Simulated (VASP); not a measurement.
Runs of VASP 6.6.1 on ZrC. The structure is that of space group Fm-3m (No. 225), or close to it. The cells are those of the table. 

| cell | k mesh | smearing | gap on the mesh (eV) | pressure (GPa) |
| --- | --- | --- | --- | --- |
| a = 3.345 Å, angles 60.0°, 2 atoms | 6 × 6 × 6 | gaussian 0.1 eV | none | -2.7 |
| a = 3.328 Å, angles 60.0°, 2 atoms | 6 × 6 × 6 | gaussian 0.1 eV | none | 0.5 |
| a = 3.331 Å, angles 60.0°, 2 atoms | 7 × 7 × 7 | gaussian 0.2 eV | none | 0.0 |
| a = 3.324 Å, angles 60.0°, 2 atoms | 6 × 6 × 6 | gaussian 0.1 eV | none | (a) |

Alike in all rows: task single point; level PBE; potentials or basis VASP PAW PBE potentials, release 64 (Zr_sv, C); no spin polarisation; cutoff (eV) 600.

Question: Estimate the missing entries.

Answer: (a) 1.5.

Caveats: some runs use coarse meshes.

A k mesh can miss the band edges, and the runs leave out spin-orbit coupling on Zr.

A gap of «none» marks levels without a gap at the run's occupations.
